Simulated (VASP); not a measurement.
Input of a VASP 6.6.1 run:

File INCAR:

```
PREC = Accurate
ENCUT = 520
EDIFF = 1E-6
ISMEAR = 0
SIGMA = 0.15
LREAL = F
LASPH = T
NELM = 60
ALGO = Normal
ISIF = 2
LWAVE = F
LCHARG = F
GGA = PE
NBANDS = 33
```

Contents of KPOINTS:

```
Automatic mesh
0
Gamma
  4 4 3
```

File POSCAR:

```
ZrTiSe4
1.0
    4.5909720000      0.2464000000     -1.0871250000
   -0.1669250000      4.9907540000     -0.5176570000
    0.2641890000     -0.3037800000      6.0555890000
Se Ti Zr
4 1 1
Direct
    0.1246500000      0.9484720000      0.6086030000
    0.6795780000      0.7197800000      0.3248300000
    0.0565570000      0.4599310000      0.6308910000
    0.9181340000      0.7872800000      0.9770060000
    0.6217690000      0.2589170000      0.8137730000
    0.2150540000      0.3073270000      0.1842370000
```

Potentials or basis: VASP PAW PBE potentials, release 64 (Se, Ti_sv, Zr_sv).

Command:

```bash
$ cat potpaw_PBE.64/Se/POTCAR potpaw_PBE.64/Ti_sv/POTCAR potpaw_PBE.64/Zr_sv/POTCAR > POTCAR
$ mpirun -np 1 vasp_std > vasp.out
```

Q: Predict the band gap on the k mesh.

A: Zero (band 24 reaches 5.96 eV, above the bottom of band 25 at 5.85 eV).

Q: Estimate the pressure.

A: -1.2 GPa.

Forces on the atoms (eV/Å):
```
Se   1.986  1.935  0.505
Se  -2.991 -1.027 -1.488
Se   2.139 -1.964 -0.504
Se  -0.956  1.281  1.700
Ti   0.113 -0.354 -0.212
Zr  -0.291  0.129 -0.002
```
